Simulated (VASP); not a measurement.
# HfO2 in VASP: further runs

Runs on HfO2. Level: LDA. Tasks: single point.

Everything below comes from runs of VASP 6.6.1. Logs are shortened: lines on timing, memory, paths and dates and some standing lists are left out, and cuts for length are marked.

**1. The cell of the first run**

The typed cell holds 12 atoms: a = 5.043 Å, b = 3.382 Å, c = 6.736 Å, α = 92.15°, β = 99.91°, γ = 83.00°.

**2. Single point, LDA**

Contents of INCAR:

```
SYSTEM = HfO2
  PREC = Accurate
  ENCUT = 520
  EDIFF = 1E-6
  ISMEAR = 0
  SIGMA = 0.05
  LREAL = .FALSE.
  LASPH = .TRUE.
  NELM = 60
  ALGO = Normal
  ISIF = 2
  LWAVE = .FALSE.
  LCHARG = .TRUE.
  LELF = .TRUE.
  LVHAR = .TRUE.
  NBANDS = 56
```

Contents of KPOINTS:

```
regular mesh
0
G
  4 8 4
  0 0 0
```

Contents of POSCAR:

```
HfO2
1.0
    5.0109085752      0.3234343684     -0.4629252018
    0.1919493428      3.3761722925     -0.0561242394
   -0.5398212602     -0.1102780722      6.7135261788
Hf O
4 8
Direct
    0.7549415614      0.2507490054      0.1129640348
    0.2435834421      0.7541132609      0.8900875236
    0.2525104762      0.2478999621      0.3849925617
    0.7465326190      0.7511645803      0.6149243703
    0.9733834510      0.7510126988      0.3370589225
    0.0267429545      0.2480311246      0.6614010984
    0.4766289592      0.7501115267      0.1612415696
    0.5275814009      0.2470506643      0.8391405260
    0.8576965546      0.7537183630      0.9280423539
    0.1413221174      0.2454130833      0.0723724367
    0.3585721558      0.7502536142      0.5723641824
    0.6405043078      0.2504821164      0.4254104200
```

Potentials or basis: VASP PAW LDA potentials, release 64 (Hf_pv, O).

Launch:

```
$ cat potpaw_LDA.64/Hf_pv/POTCAR potpaw_LDA.64/O/POTCAR > POTCAR
$ mpirun -np 1 vasp_std > vasp.out
```

OUTCAR:

```text
SYSTEM = HfO2
   PREC = Accurate
   ENCUT = 520
   EDIFF = 1E-6
   ISMEAR = 0
   LREAL = .FALSE.
   LASPH = .TRUE.
   NELM = 60
   ISIF = 2

 ion  position               nearest neighbor table
   1  0.755  0.251  0.113-   8 2.00  10 2.01   7 2.11   9 2.12  12 2.28   9 2.30   5 2.35   7 2.39
                             5 2.46   3 2.84   2 3.10   2 3.35   2 3.36   3 3.37   4 3.70   2 3.70
   2  0.244  0.754  0.890-   7 1.99   9 2.01  10 2.10   8 2.15  10 2.31  11 2.31   6 2.35   8 2.40
                             6 2.49   4 2.85   1 3.10   1 3.35   1 3.36   4 3.39   3 3.67   1 3.70
   3  0.253  0.248  0.385-  12 1.93   5 2.07  10 2.08  11 2.10  11 2.14   5 2.30   6 2.34   7 2.51
                             7 2.77   1 2.84   4 3.05   4 3.32   1 3.37   4 3.45   2 3.67   2 3.76
   4  0.747  0.751  0.615-  11 1.93   6 2.07   9 2.09  12 2.12  12 2.15   6 2.30   5 2.36   8 2.50
                             8 2.76   2 2.85   3 3.05   3 3.32   2 3.39   3 3.45   1 3.70   1 3.73
   5  0.973  0.751  0.337-   3 2.07   3 2.30   1 2.35   4 2.36   1 2.46
   6  0.027  0.248  0.661-   4 2.07   4 2.30   3 2.34   2 2.35   2 2.49
   7  0.477  0.750  0.161-   2 1.99   1 2.11   1 2.39   3 2.51   3 2.77
   8  0.528  0.247  0.839-   1 2.00   2 2.15   2 2.40   4 2.50   4 2.76
   9  0.858  0.754  0.928-   2 2.01   4 2.09   1 2.12   1 2.30
  10  0.141  0.245  0.072-   1 2.01   3 2.08   2 2.10   2 2.31
  11  0.359  0.750  0.572-   4 1.93   3 2.10   3 2.14   2 2.31
  12  0.641  0.250  0.425-   3 1.93   4 2.12   4 2.15   1 2.28

  LATTYP: Found a triclinic cell.
 ALAT       =     3.3820901569
 B/A-ratio  =     3.0978016809
 C/A-ratio  =     1.6909688194
 COS(alpha) =     0.0060909058
 COS(beta)  =     0.4838508435
 COS(gamma) =     0.6802483961

  Lattice vectors:

 A1 = (  -0.1919493428,  -3.3761722925,   0.0561242394)
 A2 = (  -4.8549860006,  -6.9655008812,  -6.1383524982)
 A3 = (   4.8189592324,  -3.0527379241,  -0.4068009624)

Analysis of symmetry for initial positions (statically):
=====================================================================
 Subroutine PRICEL returns:
 Original cell was already a primitive cell.

 Routine SETGRP: Setting up the symmetry group for a
 triclinic supercell.

 Subroutine GETGRP returns: Found  1 space group operations
 (whereof  1 operations were pure point group operations)
 out of a pool of  2 trial point group operations.

The static configuration has the point symmetry C_1 .

Analysis of symmetry for dynamics (positions and initial velocities):
=====================================================================
 Subroutine PRICEL returns:
 Original cell was already a primitive cell.

 Routine SETGRP: Setting up the symmetry group for a
 triclinic supercell.

 Subroutine GETGRP returns: Found  1 space group operations
 (whereof  1 operations were pure point group operations)
 out of a pool of  2 trial point group operations.

The dynamic configuration has the point symmetry C_1 .

 Subroutine INISYM returns: Found  1 space group operations
 (whereof  1 operations are pure point group operations),
 and found     1 'primitive' translations

----------------------------------------------------------------------------------------

                                     Primitive cell

  volume of cell :     112.3055

  direct lattice vectors                    reciprocal lattice vectors
     5.010908575  0.323434368 -0.462925202     0.201769649 -0.011204798  0.016039843
     0.191949343  3.376172293 -0.056124239    -0.018880068  0.297322776  0.003365790
    -0.539821260 -0.110278072  6.713526179     0.013755011  0.001712964  0.150087171

  length of vectors
     5.042629699  3.382090157  6.736096941     0.202716095  0.297940630  0.150725888

  position of ions in fractional coordinates (direct lattice)
     0.754941561  0.250749005  0.112964035
     0.243583442  0.754113261  0.890087524
     0.252510476  0.247899962  0.384992562
     0.746532619  0.751164580  0.614924370
     0.973383451  0.751012699  0.337058922
     0.026742955  0.248031125  0.661401098
     0.476628959  0.750111527  0.161241570
     0.527581401  0.247050664  0.839140526
     0.857696555  0.753718363  0.928042354
     0.141322117  0.245413083  0.072372437
     0.358572156  0.750253614  0.572364182
     0.640504308  0.250482116  0.425410420

  ion indices of the primitive-cell ions
   primitive index   ion index
                 1           1
                 2           2
                 3           3
                 4           4
                 5           5
                 6           6
                 7           7
                 8           8
                 9           9
                10          10
                11          11
                12          12

----------------------------------------------------------------------------------------

 KPOINTS: regular mesh

Automatic generation of k-mesh.
 Grid dimensions read from file:
 generate k-points for:    4    8    4

 Generating k-lattice:

  Cartesian coordinates                     Fractional coordinates (reciprocal lattice)
     0.050442412 -0.002801199  0.004009961     0.250000000 -0.000000000  0.000000000
    -0.002360009  0.037165347  0.000420724    -0.000000000  0.125000000  0.000000000
     0.003438753  0.000428241  0.037521793     0.000000000  0.000000000  0.250000000

  Length of vectors
     0.050679024  0.037242579  0.037681472

  Shift w.r.t. Gamma in fractional coordinates (k-lattice)
     0.000000000  0.000000000  0.000000000

 Subroutine IBZKPT returns following result:
 ===========================================

 Found     68 irreducible k-points:

 Following reciprocal coordinates:
            Coordinates               Weight
  0.000000  0.000000  0.000000      1.000000
  0.250000  0.000000  0.000000      2.000000
  0.500000  0.000000  0.000000      1.000000
  0.000000  0.125000 -0.000000      2.000000
  0.250000  0.125000  0.000000      2.000000
  0.500000  0.125000 -0.000000      2.000000
[... 16 lines left out ...]
 -0.000000  0.125000  0.250000      2.000000
  0.250000  0.125000  0.250000      2.000000
 [... further k-points ...]
   k-points           NKPTS =     68   k-points in BZ     NKDIM =     68   number of bands    NBANDS=     56
   number of dos      NEDOS =    301   number of ions     NIONS =     12
   total plane-waves  NPLWV =  56000
   dimension x,y,z NGX =    40 NGY =   28 NGZ =   50
   dimension x,y,z NGXF=    80 NGYF=   56 NGZF=  100
   ions per type =               4   8
   NGX,Y,Z   is equivalent  to a cutoff of  13.19, 13.76, 12.34 a.u.
   NGXF,Y,Z  is equivalent  to a cutoff of  26.37, 27.53, 24.68 a.u.
 SYSTEM =  HfO2
   PREC   = accura    normal or accurate (medium, high low for compatibility)
   ISTART =      0    job   : 0-new  1-cont  2-samecut
   ICHARG =      2    charge: 1-file 2-atom 10-const
   ISPIN  =      1    spin polarized calculation?
   LNONCOLLINEAR =      F non collinear calculations
   LSORBIT =      F    spin-orbit coupling
   LASPH  =      T    aspherical Exc in radial PAW
   ENCUT  =  520.0 eV  38.22 Ry    6.18 a.u.   9.38  6.29 12.52*2*pi/ulx,y,z
   NELM   =     60;   NELMIN=  2; NELMDL= -5     # of ELM steps
   EDIFF  = 0.1E-05   stopping-criterion for ELM
   LREAL  =      F    real-space projection
   EDIFFG = 0.1E-04   stopping-criterion for IOM
   NSW    =      0    number of steps for IOM
   IBRION =     -1    ionic relax: 0-MD 1-quasi-New 2-CG
   NFREE  =      0    steps in history (QN), initial steepest desc. (CG)
   ISIF   =      2    stress and relaxation
   ISYM   =      2    0-nonsym 1-usesym 2-fastsym
   POTIM  = 0.5000    time-step for ionic-motion
   TEBEG  =    0.0;   TEEND  =   0.0 temperature during run
   PSTRESS=    0.0 pullay stress
   NELECT =      88.0000    total number of electrons
   NUPDOWN=      -1.0000    fix difference up-down
   EMIN   =  10.00;   EMAX   =-10.00  energy-range for DOS
   EFERMI =   0.00;   METHOD = LEGACY
   ISMEAR =     0;   SIGMA  =   0.05  broadening in eV -4-tet -1-fermi 0-gaus
   EFERMI_NEDOS =   21; number of points for ismear=-14 and -15
   IALGO  =     38    algorithm
   IMIX   =      4    mixing-type and parameters
     AMIX     =   0.40;   BMIX     =  1.00
     AMIX_MAG =   1.60;   BMIX_MAG =  1.00
  volume/ion in A,a.u.               =       9.36        63.16
  Fermi-wavevector in a.u.,A,eV,Ry     =   1.509276  2.852119 30.992918  2.277915
  Thomas-Fermi vector in A             =   2.619620
   LORBIT       =      0    0 simple, 1 ext, 2 COOP (PROOUT), +10 PAW based schemes
   GGA     = CA    functional components
   LHFCALC =     F    Hartree Fock is set to
   AEXX    =    0.0000 exact exchange contribution
   IVDW    =     0    specifies the selected vdW correction
   LEPSILON=     F    determine dielectric tensor
   LRPA    =     F    only Hartree local field effects (RPA)
 non-spin polarized calculation
 Gauss-broadening in eV      SIGMA  =   0.05
  energy-cutoff  :      520.00
  volume of cell :      112.31
 maximum number of plane-waves:      3040
 NGX is ok and might be reduce to    40
   NGX = 19   NGY = 13   NGZ = 25

 number of electron      87.9999996 magnetization

 Free energy of the ion-electron system (eV)
  ---------------------------------------------------
  ext. energy  EPLUGINS =         0.00000000
  ---------------------------------------------------
  free energy    TOTEN  =      -127.79523216 eV

  energy without entropy =     -127.79523216  energy(sigma->0) =     -127.79523216

 E-fermi :   6.1723     XC(G=0): -13.2703

 val. band max:        5.8909229111   @ k =  -0.2500   0.3750   0.2500
 cond. band min:       8.6272428738   @ k =   0.0000  -0.1250   0.2500
 fundamental gap:      2.7363199626
 Fermi energy:         6.1723425485

 k-point     1 :       0.0000    0.0000    0.0000
  band No.  band energies     occupation
      1     -24.8677      2.00000
      2     -24.3742      2.00000
      3     -24.1764      2.00000
      4     -24.1148      2.00000
      5     -24.0981      2.00000
      6     -23.8881      2.00000
[... 1405 lines left out ...]
     55      12.4535      0.00000
     56      12.6578      0.00000

 [... further k-points ...]
[... 5 lines left out ...]
  --------------------------------------------------------------------------------------
  -------------------------------------------------------------------------------------
  Total       32.7283460      0.8603535     -4.0761008    -14.1348106      1.3178126     21.3361359
  in kB      466.9106681     12.2740160    -58.1506610   -201.6506994     18.8002400    304.3865844
  external PRESSURE =     140.3446743 kB  Pullay stress =       0.0000000 kB

 VOLUME and BASIS-vectors are now :
 -----------------------------------------------------------------------------
  energy-cutoff  :      520.00
  volume of cell :      112.31
      direct lattice vectors                 reciprocal lattice vectors
     5.010908575  0.323434368 -0.462925202     0.201769649 -0.011204798  0.016039843
     0.191949343  3.376172293 -0.056124239    -0.018880068  0.297322776  0.003365790
    -0.539821260 -0.110278072  6.713526179     0.013755011  0.001712964  0.150087171

 POSITION                                       TOTAL-FORCE (eV/Angst)
 -----------------------------------------------------------------------------------
      3.77009      1.07829      0.39483        -0.947559     -0.328956      0.041275
      0.88484      2.52664      5.82054         1.115735      0.025220     -0.485323
      1.10506      0.87617      2.45385        -0.819414     -0.125864      0.901418
      3.55304      2.70970      3.74056         0.894326      0.173823     -0.741786
      4.83974      2.81320      1.77010        -0.549726     -0.233441     -1.205094
     -0.17542      0.77311      4.41403         0.470387      0.255011      1.262537
      2.44529      2.66888      0.81976         1.454962     -0.349048     -0.386823
      2.23810      0.91218      5.37550        -1.867646      0.661774      0.379729
      3.94154      2.71975      5.79109        -0.407155     -0.282097     -0.759512
      0.71619      0.86628      0.40668         0.616009      0.302392      0.819867
      1.63181      2.58584      3.63448        -0.182944     -0.047298      0.483987
      3.02794      1.00592      2.54544         0.223026     -0.051516     -0.310275
 -----------------------------------------------------------------------------------
    total drift:                                0.000550     -0.000067      0.000364

  FREE ENERGIE OF THE ION-ELECTRON SYSTEM (eV)
  ---------------------------------------------------
  free  energy   TOTEN  =      -127.7952321617 eV

  energy  without entropy=     -127.7952321617  energy(sigma->0) =     -127.79523216
```

It took 5.5 min on 1 thread of Intel Xeon Platinum 8375C at 2.90GHz (Ice Lake), shared host; peak memory 0.4 GiB.

What came out:

```
Free energy            : -127.7952 eV
Pressure               : 14.0 GPa
Largest force          : 2.017 eV/Å
Band gap on the k mesh : 2.74 eV, indirect (least direct gap 2.94 eV)
```

Forces on the atoms (eV/Å):
```
Hf  -0.948 -0.329  0.041
Hf   1.116  0.025 -0.485
Hf  -0.819 -0.126  0.901
Hf   0.894  0.174 -0.742
O   -0.550 -0.233 -1.205
O    0.470  0.255  1.263
O    1.455 -0.349 -0.387
O   -1.868  0.662  0.380
O   -0.407 -0.282 -0.760
O    0.616  0.302  0.820
O   -0.183 -0.047  0.484
O    0.223 -0.052 -0.310
```

Caveat: spin-orbit coupling is left out, which moves the levels of the heavy elements; forces of over 1 eV/Å act on the atoms, so gaps and moduli don't describe the material at rest.

**3. Single point, LDA**

Contents of INCAR:

```
PREC = Accurate
ENCUT = 520
EDIFF = 1E-6
ISMEAR = 0
SIGMA = 0.05
LREAL = F
LASPH = T
NELM = 80
ALGO = Normal
ISIF = 2
LWAVE = F
LCHARG = F
NBANDS = 56
```

Contents of KPOINTS:

```
Automatic mesh
0
Gamma
  4 8 4
```

Contents of POSCAR:

```
HfO2
1.0
    5.0109085752      0.3234343684     -0.4629252018
    0.1919493428      3.3761722925     -0.0561242394
   -0.5398212602     -0.1102780722      6.7135261788
Hf O
4 8
Direct
    0.7437608565      0.2067549374      0.1082514092
    0.2562413549      0.7932511859      0.8917492125
    0.2362279668      0.2444201367      0.4109850758
    0.7637717535      0.7555809129      0.5890147136
    0.9805212285      0.7573793042      0.3398809678
    0.0194747248      0.2426150668      0.6601177116
    0.5271191524      0.7432164479      0.1434822798
    0.4728823677      0.2567859626      0.8565176416
    0.8566009502      0.7626051871      0.8926005624
    0.1434004937      0.2373897094      0.1074009622
    0.3750935695      0.7431212029      0.5912674456
    0.6249055812      0.2568799463      0.4087320178
```

Potentials or basis: VASP PAW LDA potentials, release 64 (Hf_pv, O).

Launch:

```
$ cat potpaw_LDA.64/Hf_pv/POTCAR potpaw_LDA.64/O/POTCAR > POTCAR
$ mpirun -np 1 vasp_std > vasp.out
```

Wall time 20 min (1 thread of AMD EPYC 7R13, shared host); peak memory 0.37 GiB.

It converged, with:

- Free energy: -129.0795 eV
- Pressure: 24.2 GPa
- Largest force: 0.098 eV/Å
- Band gap on the k mesh: 2.94 eV, indirect (least direct gap 3.48 eV)

Forces in eV/Å, atoms in the order of the input:
```
Hf  -0.067 -0.046 -0.026
Hf   0.067  0.046  0.026
Hf  -0.001  0.007  0.057
Hf   0.001 -0.007 -0.057
O    0.019  0.003  0.038
O   -0.019 -0.003 -0.038
O    0.042  0.002 -0.088
O   -0.042 -0.002  0.088
O    0.033  0.050 -0.014
O   -0.033 -0.050  0.014
O    0.011  0.018 -0.054
O   -0.011 -0.018  0.054
```

Stress tensor (GPa, compression positive):
```
 44.98 -15.94  16.37
-15.94  14.80   5.75
 16.37   5.75  12.89
```

Levels at points of the mesh, in eV from the valence-band top:
```csv
k point,band 40,band 41,band 42,band 43,band 44,band 45,band 46,band 47,band 48,band 49
"(0.00, 0.00, 0.00)",-1.56,-1.28,-1.11,-0.78,-0.45,3.13,3.40,3.91,4.42,5.91
"(0.50, 0.00, 0.00)",-1.31,-1.04,-0.92,-0.70,-0.45,3.51,4.32,4.49,5.18,5.42
"(0.00, 0.50, 0.00)",-1.84,-1.58,-1.01,-0.68,-0.17,3.99,4.26,4.92,5.04,5.52
"(0.50, 0.50, 0.00)",-1.59,-1.19,-1.08,-0.87,-0.83,4.16,4.34,5.17,5.32,6.19
"(0.00, 0.00, 0.50)",-1.66,-1.60,-1.32,-1.28,-0.90,3.21,3.41,4.73,4.82,5.02
"(0.50, 0.00, 0.50)",-1.56,-1.16,-0.85,-0.77,-0.45,3.95,4.04,4.57,5.40,5.68
"(0.00, 0.50, 0.50)",-1.78,-1.42,-1.42,-0.78,0.00,4.02,4.10,4.84,4.98,5.63
"(0.50, 0.50, 0.50)",-1.38,-1.15,-1.11,-0.87,-0.63,4.03,4.39,4.67,4.93,5.93
```

Caveat: the cell differs from its parent crystal (cell sheared at random, sigma 0.06, atoms nudged by 0.01 Å, then relaxed in part); spin-orbit coupling is left out, which moves the levels of the heavy elements.
